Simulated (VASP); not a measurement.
ScB2, 3 atoms in the cell. The structure is hexagonal, space group P6/mmm (No. 191). Conventional cell: a = 3.126 Å, b = 3.126 Å, c = 3.484 Å, α = 90.00°, β = 90.00°, γ = 120.00°. Sc (site symmetry 6/mmm) has 12 B at 2.51 Å and 6 Sc at 3.13 Å within 3.3 Å. B (site symmetry -6m2) has 3 B at 1.80 Å within 2.4 Å. 

```yaml
Program: VASP 6.6.1
Task: relaxation of cell and atoms
Functional: PBEsol
Potentials_or_basis: VASP PAW PBE potentials, release 64 (Sc_sv, B)
Cutoff: 600 eV
k_mesh: 16 × 16 × 12
Occupations: fermi-dirac, width 0.05 eV
Spin: no spin polarisation
Target_pressure: 10 GPa
Dipole_correction: no
Further_INCAR_settings: ALGO = Normal; EDIFF = 1e-07; IBRION = 2; EDIFFG = -0.002; NSW = 100; ISIF = 3
```

Potentials or basis: VASP PAW PBE potentials, release 64 (Sc_sv, B).

Launch:

```bash
$ cat potpaw_PBE.64/Sc_sv/POTCAR potpaw_PBE.64/B/POTCAR > POTCAR
$ mpirun -np 1 vasp_std > vasp.out
```

Hardware: 1 thread of Intel(R) Xeon(R) 6975P-C (Granite Rapids) (shared host).

Q: How long does it take, and how much memory?

A: It took 3 min on 1 thread of Intel(R) Xeon(R) 6975P-C (Granite Rapids) (shared host), peak memory 0.25 GiB. Counts: scf iterations 62, k points 210, ion steps 8.
